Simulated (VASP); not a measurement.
**Na4HF3: single point with LDA**

Crystal: Na4HF3.

```
Na H F
1.0
     4.72748    0.00000    0.00000
     0.00000    4.72748    0.00000
     0.00000    0.00000    4.72748
Na H F
4 1 3
Cartesian
  0.0000 0.0000 0.0000
  2.3637 2.3637 0.0000
  2.3637 0.0000 2.3637
  0.0000 2.3637 2.3637
  2.3637 2.3637 2.3637
  0.0000 0.0000 2.3637
  0.0000 2.3637 0.0000
  2.3637 0.0000 0.0000
```

- Program: VASP 6.6.1
- Task: single point
- Functional: LDA
- Potentials or basis: VASP PAW LDA potentials, release 64 (Na_pv, H, F)
- Cutoff: 520 eV
- k mesh: 6 × 6 × 6
- Occupations: gaussian, width 0.02 eV
- Spin: no spin polarisation

| Property | Result |
| --- | --- |
| Pressure | -4.9 GPa |
| Band gap on the k mesh | 4.73 eV, indirect (least direct gap 4.90 eV) |

Levels at points of the mesh, in eV from the valence-band top:
| k point | band 22 | band 23 | band 24 | band 25 | band 26 | band 27 | band 28 | band 29 |
| --- | --- | --- | --- | --- | --- | --- | --- | --- |
| (0.00, 0.00, 0.00) | -2.32 | -2.32 | -2.32 | -0.95 | 5.50 | 8.26 | 8.26 | 8.26 |
| (0.50, 0.00, 0.00) | -2.74 | -2.39 | -2.39 | -0.18 | 4.73 | 8.03 | 8.04 | 8.04 |
| (0.50, 0.50, 0.00) | -2.73 | -2.42 | -2.42 | 0.00 | 5.94 | 5.94 | 7.42 | 8.07 |
| (0.50, 0.50, 0.50) | -2.43 | -2.42 | -2.42 | -0.14 | 7.26 | 7.26 | 7.26 | 7.85 |

Run time: 53 s on 1 thread of Intel(R) Xeon(R) Platinum 8488C (Sapphire Rapids) (shared host), peak memory 0.19 GiB.

A k mesh can miss the band edges. LDA gaps usually lie below the measured ones, often by a third to a half.
